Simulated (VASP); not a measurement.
# InP (F-43m) in VASP: single point with HSE06

Aim: the single point of InP with HSE06.

Everything below comes from runs of VASP 6.6.1. Logs are shortened: lines on timing, memory, paths and dates and some standing lists are left out, and cuts for length are marked.

### 1 The cell of the first run

It takes space group F-43m (No. 216, cubic). The conventional cell has a = 5.908 Å, b = 5.908 Å, c = 5.908 Å, α = 90.00°, β = 90.00°, γ = 90.00°. Within 3.4 Å of In (site symmetry -43m) lie 4 P at 2.56 Å. P (site symmetry -43m) has 4 In at 2.56 Å within 3.4 Å.

### 2 Single point, HSE06

POSCAR

```
InP
1.0
    0.0000000000      2.9538133802      2.9538133802
    2.9538133802      0.0000000000      2.9538133802
    2.9538133802      2.9538133802      0.0000000000
In P
1 1
Direct
    0.0000000000      0.0000000000      0.0000000000
    0.2500000000      0.2500000000      0.2500000000
```

INCAR.step1

```
SYSTEM = InP
PREC = Accurate
ENCUT = 520
EDIFF = 1E-5
ISMEAR = 0
SIGMA = 0.01
LREAL = .FALSE.
LASPH = .TRUE.
NELM = 60
ALGO = Normal
ISIF = 2
LWAVE = .TRUE.
LCHARG = .FALSE.
GGA = PE
NBANDS = 16
```

INCAR.step2

```
SYSTEM = InP
PREC = Accurate
ENCUT = 520
EDIFF = 1E-6
ISMEAR = 0
SIGMA = 0.01
LREAL = .FALSE.
LASPH = .TRUE.
NELM = 60
ALGO = Normal
ISIF = 2
LWAVE = .FALSE.
LCHARG = .FALSE.
GGA = PE
LHFCALC = .TRUE.
HFSCREEN = 0.2079
PRECFOCK = Normal
ISTART = 1
NBANDS = 16
```

KPOINTS

```
Automatic mesh
0
G
  4 4 4
  0 0 0
```

Potentials or basis: VASP PAW PBE potentials, release 64 (In_d, P).

On the command line:

```bash
> cat potpaw_PBE.64/In_d/POTCAR potpaw_PBE.64/P/POTCAR > POTCAR
> cp INCAR.step1 INCAR
> mpirun -np 1 vasp_std > vasp.out
> cp INCAR.step2 INCAR
> mpirun -np 1 vasp_std > vasp.out
```

OUTCAR:

```text
SYSTEM = InP
   PREC = Accurate
   ENCUT = 520
   EDIFF = 1E-6
   ISMEAR = 0
   LREAL = .FALSE.
   LASPH = .TRUE.
   NELM = 60
   ISIF = 2
   GGA = PE
   LHFCALC = .TRUE.
   HFSCREEN = 0.2079
   PRECFOCK = Normal
   ISTART = 1

 ion  position               nearest neighbor table
   1  0.000  0.000  0.000-   2 2.56   2 2.56   2 2.56   2 2.56
   2  0.250  0.250  0.250-   1 2.56   1 2.56   1 2.56   1 2.56

  LATTYP: Found a face centered cubic cell.
 ALAT       =     5.9076267604

  Lattice vectors:

 A1 = (   0.0000000000,   2.9538133802,   2.9538133802)
 A2 = (   2.9538133802,   0.0000000000,   2.9538133802)
 A3 = (   2.9538133802,   2.9538133802,   0.0000000000)

Analysis of symmetry for initial positions (statically):
=====================================================================
 Subroutine PRICEL returns:
 Original cell was already a primitive cell.

 Routine SETGRP: Setting up the symmetry group for a
 face centered cubic supercell.

 Subroutine GETGRP returns: Found 24 space group operations
 (whereof 24 operations were pure point group operations)
 out of a pool of 48 trial point group operations.

The static configuration has the point symmetry T_d .

Analysis of symmetry for dynamics (positions and initial velocities):
=====================================================================
 Subroutine PRICEL returns:
 Original cell was already a primitive cell.

 Routine SETGRP: Setting up the symmetry group for a
 face centered cubic supercell.

 Subroutine GETGRP returns: Found 24 space group operations
 (whereof 24 operations were pure point group operations)
 out of a pool of 48 trial point group operations.

The dynamic configuration has the point symmetry T_d .

 Subroutine INISYM returns: Found 24 space group operations
 (whereof 24 operations are pure point group operations),
 and found     1 'primitive' translations

----------------------------------------------------------------------------------------

                                     Primitive cell

  volume of cell :      51.5441

  direct lattice vectors                    reciprocal lattice vectors
     0.000000000  2.953813380  2.953813380    -0.169272711  0.169272711  0.169272711
     2.953813380  0.000000000  2.953813380     0.169272711 -0.169272711  0.169272711
     2.953813380  2.953813380  0.000000000     0.169272711  0.169272711 -0.169272711

  length of vectors
     4.177322943  4.177322943  4.177322943     0.293188937  0.293188937  0.293188937
[... 71 lines left out ...]
   ISYM   =      3    0-nonsym 1-usesym 2-fastsym
   POTIM  = 0.5000    time-step for ionic-motion
   TEBEG  =    0.0;   TEEND  =   0.0 temperature during run
   PSTRESS=    0.0 pullay stress
   NELECT =      18.0000    total number of electrons
   NUPDOWN=      -1.0000    fix difference up-down
   EMIN   =  10.00;   EMAX   =-10.00  energy-range for DOS
   EFERMI =   0.00;   METHOD = LEGACY
   ISMEAR =     0;   SIGMA  =   0.01  broadening in eV -4-tet -1-fermi 0-gaus
   EFERMI_NEDOS =   21; number of points for ismear=-14 and -15
   IALGO  =     38    algorithm
   IMIX   =      1    mixing-type and parameters
     AMIX     =   0.40;   BMIX     =  1.00
     AMIX_MAG =   1.60;   BMIX_MAG =  1.00
  volume/ion in A,a.u.               =      25.77       173.92
  Fermi-wavevector in a.u.,A,eV,Ry     =   1.152849  2.178570 18.082986  1.329062
  Thomas-Fermi vector in A             =   2.289498
   LORBIT       =      0    0 simple, 1 ext, 2 COOP (PROOUT), +10 PAW based schemes
   GGA     = PE    functional components
   LHFCALC =     T    Hartree Fock is set to
   PRECFOCK=normal    Normal, Fast or Accurate (Low or Medium for compatibility)
   ENCUT4O =  -1.0   cutoff for four orbital integrals eV
   NKREDX  =     1    reduce k-point grid by
   NKREDY  =     1    reduce k-point grid by
   NKREDZ  =     1    reduce k-point grid by
   AEXX    =    0.2500 exact exchange contribution
   HFSCREEN=    0.2079 screening length (either q_TF or 0.3 A-1)
   HFSCREENC=   0.2079 screening length for correlation (either q_TF or 0.3 A-1)
   ENCUTFOCK=  -1.0 apply spherical cutoff to Coloumb kernel
   IVDW    =     0    specifies the selected vdW correction
   LEPSILON=     F    determine dielectric tensor
   LRPA    =     F    only Hartree local field effects (RPA)
 non-spin polarized calculation
 Gauss-broadening in eV      SIGMA  =   0.01
  energy-cutoff  :      520.00
  volume of cell :       51.54
 maximum number of plane-waves:      1411
  NGX = 24; NGY = 24; NGZ = 24

 number of electron      18.0000009 magnetization

 Free energy of the ion-electron system (eV)
  ---------------------------------------------------
  ext. energy  EPLUGINS =         0.00000000
  ---------------------------------------------------
  free energy    TOTEN  =        -9.90117333 eV

  energy without entropy =       -9.90117333  energy(sigma->0) =       -9.90117333

 E-fermi :   4.5983     XC(G=0):  -7.6336

 val. band max:        4.5301566904   @ k =   0.0000   0.0000   0.0000
 cond. band min:       5.9187724314   @ k =   0.0000   0.0000   0.0000
 fundamental gap:      1.3886157409
 Fermi energy:         4.5983394431

 k-point     1 :       0.0000    0.0000    0.0000
  band No.  band energies     occupation
      1     -11.3342      2.00000
      2     -11.3342      2.00000
      3     -11.3342      2.00000
      4     -11.1851      2.00000
      5     -11.1851      2.00000
      6      -8.0233      2.00000
[... 129 lines left out ...]
      3     -11.2437      2.00000
      4     -11.2040      2.00000
      5     -11.1719      2.00000
      6      -5.4697      2.00000
[... 8 lines left out ...]
     15      17.0084      0.00000
     16      17.6021      0.00000

------------------------ aborting loop because EDIFF is reached ----------------------------------------

  FORCE on cell =-STRESS in cart. coord.  units (eV):
  Direction    XX          YY          ZZ          XY          YZ          ZX
  --------------------------------------------------------------------------------------
  -------------------------------------------------------------------------------------
  Total       -0.0595150     -0.0595150     -0.0595150      0.0000000      0.0000000      0.0000000
  in kB       -1.8499423     -1.8499423     -1.8499423      0.0000000      0.0000000      0.0000000
  external PRESSURE =      -1.8499423 kB  Pullay stress =       0.0000000 kB

 VOLUME and BASIS-vectors are now :
 -----------------------------------------------------------------------------
  energy-cutoff  :      520.00
  volume of cell :       51.54
      direct lattice vectors                 reciprocal lattice vectors
     0.000000000  2.953813380  2.953813380    -0.169272711  0.169272711  0.169272711
     2.953813380  0.000000000  2.953813380     0.169272711 -0.169272711  0.169272711
     2.953813380  2.953813380  0.000000000     0.169272711  0.169272711 -0.169272711

 POSITION                                       TOTAL-FORCE (eV/Angst)
 -----------------------------------------------------------------------------------
      0.00000      0.00000      0.00000         0.000000      0.000000      0.000000
      1.47691      1.47691      1.47691        -0.000000     -0.000000     -0.000000
 -----------------------------------------------------------------------------------
    total drift:                                0.000092      0.000094      0.000052

  FREE ENERGIE OF THE ION-ELECTRON SYSTEM (eV)
  ---------------------------------------------------
  free  energy   TOTEN  =        -9.9011733346 eV

  energy  without entropy=       -9.9011733346  energy(sigma->0) =       -9.90117333
```

OUTCAR.step1:

```text
SYSTEM = InP
   PREC = Accurate
   ENCUT = 520
   EDIFF = 1E-5
   ISMEAR = 0
   LREAL = .FALSE.
   LASPH = .TRUE.
[... 354 lines left out ...]
      0.00000      0.00000      0.00000        -0.000000      0.000000      0.000000
      1.47691      1.47691      1.47691         0.000000     -0.000000     -0.000000
 -----------------------------------------------------------------------------------
    total drift:                               -0.000000     -0.000000     -0.000000

  FREE ENERGIE OF THE ION-ELECTRON SYSTEM (eV)
  ---------------------------------------------------
  free  energy   TOTEN  =        -8.2920136374 eV

  energy  without entropy=       -8.2920136374  energy(sigma->0) =       -8.29201364
```

It took 5.2 min on 1 thread of AMD EPYC 7R13 (Zen 3), shared host; peak memory 0.25 GiB.

What came out:

| Item | Value |
| --- | --- |
| Free energy | -9.9012 eV |
| Pressure | -0.2 GPa |
| Band gap on the k mesh | 1.39 eV |

Levels at points of the mesh, in eV from the valence-band top:
```tsv
k point	band 5	band 6	band 7	band 8	band 9	band 10	band 11	band 12	band 13	band 14
(0.00, 0.00, 0.00)	-15.72	-12.55	0.00	0.00	0.00	1.39	4.91	4.91	4.91	9.47
(0.50, 0.00, 0.00)	-15.70	-10.76	-6.11	-1.02	-1.02	2.21	5.65	5.65	7.99	10.47
(0.50, 0.50, 0.00)	-15.68	-10.07	-6.13	-2.45	-2.45	2.41	3.00	10.28	10.74	10.74
```

Caveat: the k points lie up to 0.46 Å⁻¹ apart; the PAW data sets were made with another functional, which shifts forces and pressure a little; spin-orbit coupling is left out, which moves the levels of the heavy elements.
